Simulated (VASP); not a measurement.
# Si (I4_1/amd) in VASP: a series of runs

Si is run at these levels: HSE06; tasks: single point.

Program: VASP 6.6.1. These are calculated values, not measurements. Logs are shortened: lines on timing, memory, paths and dates and some standing lists are left out, and cuts for length are marked.

### 1 The cell of the first run

It takes space group I4_1/amd (No. 141, tetragonal). The conventional cell has a = 3.850 Å, b = 3.850 Å, c = 5.553 Å, α = 90.00°, β = 90.00°, γ = 90.00°. Within 3.1 Å of Si (site symmetry -4m2) lie 4 Si at 2.37 Å.

### 2 Single point, HSE06 (uniaxial z strain +2.0%)

POSCAR reads:

```
Si
1.0
    0.0000000000      2.7221188956      2.7765612735
    2.7221188956      0.0000000000      2.7765612735
    2.7221188956      2.7221188956      0.0000000000
Si
2
Direct
    0.0000000000      0.0000000000      0.0000000000
    0.2500000000      0.2500000000      0.2500000000
```

INCAR.step1 reads:

```
SYSTEM = Si
PREC = Accurate
ENCUT = 520
EDIFF = 1E-5
ISMEAR = 0
SIGMA = 0.01
LREAL = .False.
LASPH = .True.
NELM = 80
ALGO = Normal
ISIF = 2
LWAVE = .True.
NBANDS = 11
GGA = PE
```

INCAR.step2 reads:

```
SYSTEM = Si
PREC = Accurate
ENCUT = 520
EDIFF = 1E-6
ISMEAR = 0
SIGMA = 0.01
LREAL = .False.
LASPH = .True.
NELM = 80
ALGO = Normal
ISIF = 2
LWAVE = .False.
LCHARG = .True.
GGA = PE
LHFCALC = .True.
HFSCREEN = 0.2079
PRECFOCK = Normal
LELF = .True.
LVHAR = .True.
NBANDS = 11
ISTART = 1
```

KPOINTS reads:

```
Automatic mesh
0
Gamma
  6 6 6
  0 0 0
```

Potentials or basis: VASP PAW PBE potentials, release 64 (Si).

Run with:

```
cat potpaw_PBE.64/Si/POTCAR > POTCAR
cp INCAR.step1 INCAR
mpirun -np 1 vasp_std > vasp.out
cp INCAR.step2 INCAR
mpirun -np 1 vasp_std > vasp.out
```

OUTCAR:

```text
SYSTEM = Si
   PREC = Accurate
   ENCUT = 520
   EDIFF = 1E-6
   ISMEAR = 0
   LREAL = .False.
   LASPH = .True.
   NELM = 80
   ISIF = 2
   GGA = PE
   LHFCALC = .True.
   HFSCREEN = 0.2079
   PRECFOCK = Normal
   ISTART = 1

 ion  position               nearest neighbor table
   1  0.000  0.000  0.000-   2 2.37   2 2.37   2 2.37   2 2.37
   2  0.250  0.250  0.250-   1 2.37   1 2.37   1 2.37   1 2.37

  LATTYP: Found a body centered tetragonal cell.
 ALAT       =     3.8496574605
 C/A-ratio  =     1.4424978336

  Lattice vectors:

 A1 = (  -2.7221188956,   0.0000000000,   2.7765612735)
 A2 = (   2.7221188956,   0.0000000000,   2.7765612735)
 A3 = (   0.0000000000,   2.7221188956,  -2.7765612735)

Analysis of symmetry for initial positions (statically):
=====================================================================
 Subroutine PRICEL returns:
 Original cell was already a primitive cell.

 Routine SETGRP: Setting up the symmetry group for a
 body centered tetragonal supercell.

 Subroutine GETGRP returns: Found 16 space group operations
 (whereof  8 operations were pure point group operations)
 out of a pool of 16 trial point group operations.

The static configuration has the point symmetry D_2d.
 The point group associated with its full space group is D_4h.

Analysis of symmetry for dynamics (positions and initial velocities):
=====================================================================
 Subroutine PRICEL returns:
 Original cell was already a primitive cell.

 Routine SETGRP: Setting up the symmetry group for a
 body centered tetragonal supercell.

 Subroutine GETGRP returns: Found 16 space group operations
 (whereof  8 operations were pure point group operations)
 out of a pool of 16 trial point group operations.

The dynamic configuration has the point symmetry D_2d.
 The point group associated with its full space group is D_4h.

 Subroutine INISYM returns: Found 16 space group operations
 (whereof  8 operations are pure point group operations),
 and found     1 'primitive' translations

----------------------------------------------------------------------------------------

                                     Primitive cell

  volume of cell :      41.1483

  direct lattice vectors                    reciprocal lattice vectors
     0.000000000  2.722118896  2.776561274    -0.183680441  0.183680441  0.180078864
     2.722118896  0.000000000  2.776561274     0.183680441 -0.183680441  0.180078864
     2.722118896  2.722118896  0.000000000     0.183680441  0.183680441 -0.180078864

  length of vectors
     3.888344608  3.888344608  3.849657461     0.316078165  0.316078165  0.316078165

  position of ions in fractional coordinates (direct lattice)
     0.000000000  0.000000000  0.000000000
     0.250000000  0.250000000  0.250000000

  ion indices of the primitive-cell ions
   primitive index   ion index
                 1           1
                 2           2

----------------------------------------------------------------------------------------

 KPOINTS: Automatic mesh

Automatic generation of k-mesh.
 Grid dimensions read from file:
 generate k-points for:    6    6    6

 Generating k-lattice:

  Cartesian coordinates                     Fractional coordinates (reciprocal lattice)
    -0.030613407  0.030613407  0.030013144     0.166666667  0.000000000  0.000000000
     0.030613407 -0.030613407  0.030013144     0.000000000  0.166666667  0.000000000
     0.030613407  0.030613407 -0.030013144    -0.000000000 -0.000000000  0.166666667

  Length of vectors
     0.052679694  0.052679694  0.052679694

  Shift w.r.t. Gamma in fractional coordinates (k-lattice)
     0.000000000  0.000000000  0.000000000

 Subroutine IBZKPT returns following result:
 ===========================================

 Found     30 irreducible k-points:

 Following reciprocal coordinates:
            Coordinates               Weight
  0.000000  0.000000  0.000000      1.000000
  0.166667  0.000000  0.000000      8.000000
  0.333333  0.000000  0.000000      8.000000
  0.500000  0.000000  0.000000      4.000000
  0.166667  0.166667  0.000000      2.000000
  0.333333  0.166667  0.000000      8.000000
[... 16 lines left out ...]
  0.333333  0.000000  0.333333      4.000000
  0.500000  0.000000  0.333333     16.000000
 [... further k-points ...]
   k-points           NKPTS =     30   k-points in BZ     NKDIM =    216   number of bands    NBANDS=     11
   number of dos      NEDOS =    301   number of ions     NIONS =      2
   total plane-waves  NPLWV =  27000
   dimension x,y,z NGX =    30 NGY =   30 NGZ =   30
   dimension x,y,z NGXF=    60 NGYF=   60 NGZF=   60
   ions per type =               2
   NGX,Y,Z   is equivalent  to a cutoff of  12.83, 12.83, 12.96 a.u.
   NGXF,Y,Z  is equivalent  to a cutoff of  25.65, 25.65, 25.91 a.u.
 SYSTEM =  Si
   PREC   = accura    normal or accurate (medium, high low for compatibility)
   ISTART =      1    job   : 0-new  1-cont  2-samecut
   ICHARG =      0    charge: 1-file 2-atom 10-const
   ISPIN  =      1    spin polarized calculation?
   LNONCOLLINEAR =      F non collinear calculations
   LSORBIT =      F    spin-orbit coupling
   LASPH  =      T    aspherical Exc in radial PAW
   ENCUT  =  520.0 eV  38.22 Ry    6.18 a.u.   7.23  7.23  7.16*2*pi/ulx,y,z
   NELM   =     80;   NELMIN=  2; NELMDL=  0     # of ELM steps
   EDIFF  = 0.1E-05   stopping-criterion for ELM
   LREAL  =      F    real-space projection
   EDIFFG = 0.1E-04   stopping-criterion for IOM
   NSW    =      0    number of steps for IOM
   IBRION =     -1    ionic relax: 0-MD 1-quasi-New 2-CG
   NFREE  =      0    steps in history (QN), initial steepest desc. (CG)
   ISIF   =      2    stress and relaxation
   ISYM   =      3    0-nonsym 1-usesym 2-fastsym
   POTIM  = 0.5000    time-step for ionic-motion
   TEBEG  =    0.0;   TEEND  =   0.0 temperature during run
   PSTRESS=    0.0 pullay stress
   NELECT =       8.0000    total number of electrons
   NUPDOWN=      -1.0000    fix difference up-down
   EMIN   =  10.00;   EMAX   =-10.00  energy-range for DOS
   EFERMI =   0.00;   METHOD = LEGACY
   ISMEAR =     0;   SIGMA  =   0.01  broadening in eV -4-tet -1-fermi 0-gaus
   EFERMI_NEDOS =   21; number of points for ismear=-14 and -15
   IALGO  =     38    algorithm
   IMIX   =      1    mixing-type and parameters
     AMIX     =   0.40;   BMIX     =  1.00
     AMIX_MAG =   1.60;   BMIX_MAG =  1.00
  volume/ion in A,a.u.               =      20.57       138.84
  Fermi-wavevector in a.u.,A,eV,Ry     =   0.948392  1.792200 12.237713  0.899447
  Thomas-Fermi vector in A             =   2.076576
   LORBIT       =      0    0 simple, 1 ext, 2 COOP (PROOUT), +10 PAW based schemes
   GGA     = PE    functional components
   LHFCALC =     T    Hartree Fock is set to
   PRECFOCK=normal    Normal, Fast or Accurate (Low or Medium for compatibility)
   ENCUT4O =  -1.0   cutoff for four orbital integrals eV
   NKREDX  =     1    reduce k-point grid by
   NKREDY  =     1    reduce k-point grid by
   NKREDZ  =     1    reduce k-point grid by
   AEXX    =    0.2500 exact exchange contribution
   HFSCREEN=    0.2079 screening length (either q_TF or 0.3 A-1)
   HFSCREENC=   0.2079 screening length for correlation (either q_TF or 0.3 A-1)
   ENCUTFOCK=  -1.0 apply spherical cutoff to Coloumb kernel
   IVDW    =     0    specifies the selected vdW correction
   LEPSILON=     F    determine dielectric tensor
   LRPA    =     F    only Hartree local field effects (RPA)
 non-spin polarized calculation
 Gauss-broadening in eV      SIGMA  =   0.01
  energy-cutoff  :      520.00
  volume of cell :       41.15
 maximum number of plane-waves:      1121
 NGX is ok and might be reduce to    30
  NGX = 24; NGY = 24; NGZ = 24

 number of electron       8.0000001 magnetization

 Free energy of the ion-electron system (eV)
  ---------------------------------------------------
  ext. energy  EPLUGINS =         0.00000000
  ---------------------------------------------------
  free energy    TOTEN  =       -12.52169861 eV

  energy without entropy =      -12.52169861  energy(sigma->0) =      -12.52169861

 E-fermi :   5.3810     XC(G=0):  -7.7650

 val. band max:        5.2546604409   @ k =   0.0000   0.0000   0.0000
 cond. band min:       6.4922051347   @ k =   0.3333   0.0000   0.3333
 fundamental gap:      1.2375446939
 Fermi energy:         5.3810363009

 k-point     1 :       0.0000    0.0000    0.0000
  band No.  band energies     occupation
      1      -7.8825      2.00000
      2       5.1050      2.00000
      3       5.2547      2.00000
      4       5.2547      2.00000
      5       8.4934      0.00000
      6       8.4934      0.00000
      7       8.5655      0.00000
      8       9.1861      0.00000
      9      13.7748      0.00000
     10      13.8850      0.00000
     11      14.1560      0.00000

 k-point     2 :       0.1667    0.0000    0.0000
  band No.  band energies     occupation
      1      -7.4911      2.00000
      2       2.6709      2.00000
      3       4.6792      2.00000
      4       4.8091      2.00000
      5       8.2146      0.00000
      6       9.1789      0.00000
      7       9.2013      0.00000
      8      11.3993      0.00000
      9      13.1576      0.00000
     10      13.3982      0.00000
     11      15.0994      0.00000

 k-point     3 :       0.3333    0.0000    0.0000
  band No.  band energies     occupation
      1      -6.3906      2.00000
      2      -0.5778      2.00000
      3       4.0540      2.00000
      4       4.2335      2.00000
      5       7.5715      0.00000
      6       9.4671      0.00000
      7       9.5831      0.00000
      8      13.9632      0.00000
      9      14.1883      0.00000
     10      14.2235      0.00000
     11      15.1851      0.00000

 k-point     4 :       0.5000    0.0000    0.0000
  band No.  band energies     occupation
      1      -5.3626      2.00000
      2      -2.3684      2.00000
      3       3.8203      2.00000
      4       4.0213      2.00000
      5       7.3273      0.00000
      6       9.2872      0.00000
      7       9.4337      0.00000
      8      13.7886      0.00000
      9      16.8161      0.00000
     10      17.0228      0.00000
     11      17.4084      0.00000

 k-point     5 :       0.1667    0.1667    0.0000
  band No.  band energies     occupation
      1      -7.3691      2.00000
      2       2.9118      2.00000
      3       4.0387      2.00000
      4       4.0387      2.00000
      5       7.6749      0.00000
      6      10.2483      0.00000
      7      10.3389      0.00000
      8      10.3389      0.00000
      9      12.4795      0.00000
     10      14.7032      0.00000
     11      15.7076      0.00000
[... 211 lines left out ...]
 k-point    21 :      -0.1667    0.3333    0.1667
  band No.  band energies     occupation
      1      -5.3769      2.00000
      2      -0.9917      2.00000
      3       1.3667      2.00000
      4       2.8453      2.00000
      5       8.7326      0.00000
      6       9.6834      0.00000
      7      10.4022      0.00000
      8      13.1157      0.00000
      9      15.1682      0.00000
     10      16.3853      0.00000
     11      19.1878      0.00000

 k-point    22 :      -0.3333    0.5000    0.1667
  band No.  band energies     occupation
      1      -3.2929      2.00000
      2      -3.2929      2.00000
      3       1.3979      2.00000
      4       1.3979      2.00000
      5       8.8189      0.00000
      6       8.8189      0.00000
      7      12.9153      0.00000
      8      12.9153      0.00000
      9      16.8459      0.00000
     10      16.8459      0.00000
     11      19.2473      0.00000

 k-point    23 :       0.3333    0.0000    0.3333
  band No.  band energies     occupation
      1      -5.7927      2.00000
      2      -0.2299      2.00000
      3       2.5700      2.00000
      4       2.5983      2.00000
      5       6.4922      0.00000
      6       7.8907      0.00000
      7      13.2693      0.00000
      8      13.6582      0.00000
      9      15.8667      0.00000
     10      16.2999      0.00000
     11      19.2980      0.00000

 k-point    24 :       0.5000    0.0000    0.3333
  band No.  band energies     occupation
      1      -4.5213      2.00000
      2      -1.9621      2.00000
      3       1.3536      2.00000
      4       2.4251      2.00000
      5       6.8623      0.00000
      6       8.5676      0.00000
      7      13.4346      0.00000
      8      13.8683      0.00000
      9      16.7559      0.00000
     10      17.2389      0.00000
     11      18.6471      0.00000

 [... further k-points ...]

------------------------ aborting loop because EDIFF is reached ----------------------------------------

  FORCE on cell =-STRESS in cart. coord.  units (eV):
  Direction    XX          YY          ZZ          XY          YZ          ZX
  --------------------------------------------------------------------------------------
  -------------------------------------------------------------------------------------
  Total       -0.4248014     -0.4248014     -0.9851141      0.0000000      0.0000000      0.0000000
  in kB      -16.5403666    -16.5403666    -38.3570917      0.0000000      0.0000000      0.0000000
  external PRESSURE =     -23.8126083 kB  Pullay stress =       0.0000000 kB

 VOLUME and BASIS-vectors are now :
 -----------------------------------------------------------------------------
  energy-cutoff  :      520.00
  volume of cell :       41.15
      direct lattice vectors                 reciprocal lattice vectors
     0.000000000  2.722118896  2.776561274    -0.183680441  0.183680441  0.180078864
     2.722118896  0.000000000  2.776561274     0.183680441 -0.183680441  0.180078864
     2.722118896  2.722118896  0.000000000     0.183680441  0.183680441 -0.180078864

 POSITION                                       TOTAL-FORCE (eV/Angst)
 -----------------------------------------------------------------------------------
      0.00000      0.00000      0.00000         0.000000      0.000000      0.000000
      1.36106      1.36106      1.38828        -0.000000     -0.000000      0.000000
 -----------------------------------------------------------------------------------
    total drift:                                0.000000      0.000000      0.000000

  FREE ENERGIE OF THE ION-ELECTRON SYSTEM (eV)
  ---------------------------------------------------
  free  energy   TOTEN  =       -12.5216986128 eV

  energy  without entropy=      -12.5216986128  energy(sigma->0) =      -12.52169861
```

It took 28 min on 1 thread of Oxide Virtual Turin-like, shared host; peak memory 0.25 GiB.

Results:

- Free energy: -12.5217 eV
- Pressure: -2.4 GPa
- Band gap on the k mesh: 1.24 eV (least direct gap 3.24 eV)

Caveat: the cell differs from its parent crystal (uniaxial z strain +2.0%); the PAW data sets were made with another functional, which shifts forces and pressure a little. A k mesh can miss the band edges.

### 3 Single point, HSE06 (uniaxial z strain +3.0%)

POSCAR reads:

```
Si
1.0
    0.0000000000      2.7221188956      2.8037824625
    2.7221188956      0.0000000000      2.8037824625
    2.7221188956      2.7221188956      0.0000000000
Si
2
Direct
    0.0000000000      0.0000000000      0.0000000000
    0.2500000000      0.2500000000      0.2500000000
```

INCAR.step1 reads:

```
  PREC = Accurate
  ENCUT = 520
  EDIFF = 1E-5
  ISMEAR = 0
  SIGMA = 0.01
  LREAL = F
  LASPH = T
  NELM = 100
  ALGO = Normal
  ISIF = 2
  LWAVE = T
  LCHARG = F
  GGA = PE
  NBANDS = 11
```

INCAR.step2 reads:

```
  PREC = Accurate
  ENCUT = 520
  EDIFF = 1E-6
  ISMEAR = 0
  SIGMA = 0.01
  LREAL = F
  LASPH = T
  NELM = 100
  ALGO = Normal
  ISIF = 2
  LWAVE = F
  LCHARG = F
  GGA = PE
  LHFCALC = T
  HFSCREEN = 0.2079
  PRECFOCK = Normal
  ISTART = 1
  NBANDS = 11
```

KPOINTS reads:

```
Automatic mesh
0
Gamma
  6 6 6
```

Potentials or basis: VASP PAW PBE potentials, release 64 (Si).

Run with:

```
cat potpaw_PBE.64/Si/POTCAR > POTCAR
cp INCAR.step1 INCAR
mpirun -np 1 vasp_std > vasp.out
cp INCAR.step2 INCAR
mpirun -np 1 vasp_std > vasp.out
```

Run time: 30 min. Hardware: 1 thread of Oxide Virtual Turin-like, shared host; peak memory 0.24 GiB.

The run converged. Its results:

```
Free energy            : -12.5100 eV
Pressure               : -3.2 GPa
Band gap on the k mesh : 1.20 eV (least direct gap 3.19 eV)
```

Stress tensor (GPa, compression positive):
```
-2.15  0.00  0.00
 0.00 -2.15  0.00
 0.00  0.00 -5.44
```

Levels at points of the mesh, in eV from the valence-band top:
```csv
k point,band 1,band 2,band 3,band 4,band 5,band 6,band 7,band 8,band 9
"(0.00, 0.00, 0.00)",-13.09,-0.22,0.00,0.00,3.20,3.20,3.31,3.78,8.39
"(0.50, 0.00, 0.00)",-10.60,-7.60,-1.50,-1.20,1.99,3.99,4.19,8.50,11.46
"(0.50, 0.50, 0.00)",-8.73,-8.73,-2.94,-2.94,1.45,1.45,11.10,11.10,11.95
"(0.50, 0.00, 0.50)",-8.55,-8.55,-3.18,-3.18,1.21,1.21,10.93,10.93,12.18
```

Caveat: the cell differs from its parent crystal (uniaxial z strain +3.0%); the cell stands under tension; the PAW data sets were made with another functional, which shifts forces and pressure a little.
